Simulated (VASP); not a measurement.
Ge5I3, 8 atoms in the cell. It takes space group P6/mmm (No. 191, hexagonal). The conventional cell has a = 6.903 Å, b = 6.903 Å, c = 5.728 Å, α = 90.00°, β = 90.00°, γ = 120.00°. Ge (site symmetry mmm) has 2 I at 2.86 Å and 8 Ge at 3.45 to 3.66 Å within 3.8 Å. Within 3.3 Å of Ge (site symmetry 6mm) lie 2 Ge at 2.47 to 3.26 Å. Within 3.9 Å of I (site symmetry mmm) lie 6 Ge at 2.86 to 3.82 Å and 4 I at 3.45 Å. The cell was generated, and may not be a known phase.

* Program: VASP 6.6.1
* Task: single point
* Functional: PBE
* Potentials or basis: VASP PAW PBE potentials, release 64 (Ge_d, I)
* Cutoff: 520 eV
* k mesh: 9 × 9 × 8
* Occupations: gaussian, width 0.1 eV
* Spin: no spin polarisation
* Dipole correction: no
* Further INCAR settings: ALGO = Normal; EDIFF = 1e-06; NBANDS = 56

Potentials or basis: VASP PAW PBE potentials, release 64 (Ge_d, I).

Command:

```sh
$ cat potpaw_PBE.64/Ge_d/POTCAR potpaw_PBE.64/I/POTCAR > POTCAR
$ mpirun -np 1 vasp_std > vasp.out
```

Hardware: 1 thread of Intel(R) Xeon(R) Platinum 8259CL CPU @ 2.50GHz (Skylake/Cascade Lake), on a shared host.

Question: How long does it take, and how much memory?

Answer: Run time: 14 min on 1 thread of Intel(R) Xeon(R) Platinum 8259CL CPU @ 2.50GHz (Skylake/Cascade Lake) (shared host), peak memory 0.76 GiB. Counts: scf iterations 13, k points 60.
